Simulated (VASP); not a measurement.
Input of a VASP 6.6.1 run:

Contents of INCAR:

```
ALGO = Normal
EDIFF = 1E-6
ENCUT = 520
GGA = PS
ISIF = 2
ISMEAR = 0
LASPH = T
LCHARG = T
LELF = T
LREAL = Auto
LVHAR = T
LWAVE = F
NBANDS = 56
NELM = 100
PREC = Accurate
SIGMA = 0.05
```

The input KPOINTS:

```
k-points
0
Gamma
  5 5 3
```

File POSCAR:

```
Al3GaN4
1.0
    0.0000000000     -4.4069948432      0.0000000000
    0.0000000000      0.0000000000     -4.4069948432
   11.8139896863      0.0000000000      0.0000000000
Al Ga N
6 2 8
Direct
    0.5000000000      1.0000000000      0.0456591027
    0.5000000000      1.0000000000      0.4186909878
    0.0000000000      0.5000000000      0.0456591027
    0.0000000000      0.5000000000      0.4186909878
    0.5000000000      0.5000000000      0.2321750453
    0.5000000000      0.5000000000      0.6052069304
    0.0000000000      1.0000000000      0.2321750453
    0.0000000000      1.0000000000      0.6052069304
    0.2552922824      0.7447077176      0.1369428839
    0.2552922824      0.7447077176      0.5099747690
    0.7447077176      0.2552922824      0.1369428839
    0.7447077176      0.2552922824      0.5099747690
    0.2552922824      0.2552922824      0.7004390917
    0.2552922824      0.2552922824      0.3274072066
    0.7447077176      0.7447077176      0.7004390917
    0.7447077176      0.7447077176      0.3274072066
```

Potentials or basis: VASP PAW PBE potentials, release 64 (Al, Ga_d, N).

Command:

```console
$ cat potpaw_PBE.64/Al/POTCAR potpaw_PBE.64/Ga_d/POTCAR potpaw_PBE.64/N/POTCAR > POTCAR
$ mpirun -np 1 vasp_std > vasp.out
```

Q: Predict the band gap on the k mesh.

A: Zero (bands 42 and 43 overlap by 0.04 eV).

Q: Estimate the pressure.

A: -1.9 GPa.

Q: What does it give for the largest force?

A: 1.946 eV/Å.

Forces in eV/Å, atoms in the order of the input:
```
Al  -0.346  0.000  0.000
Al   0.886  0.000  0.000
Al  -0.346  0.000  0.000
Al   0.886  0.000  0.000
Al   0.718  0.000  0.000
Al   1.439  0.000  0.000
Ga   0.742  0.000  0.000
Ga   1.946  0.000  0.000
N   -0.279 -0.082  0.082
N   -0.930 -0.045  0.045
N   -0.279  0.082 -0.082
N   -0.930  0.045 -0.045
N   -1.026  0.223  0.223
N   -0.727  0.003  0.003
N   -1.026 -0.223 -0.223
N   -0.727 -0.003 -0.003
```

Caveat: the cell differs from its parent crystal (the distance across one plane changed); semilocal functionals underestimate gaps, and a narrow one can read as zero; the PAW data sets were made with another functional, which shifts forces and pressure a little.
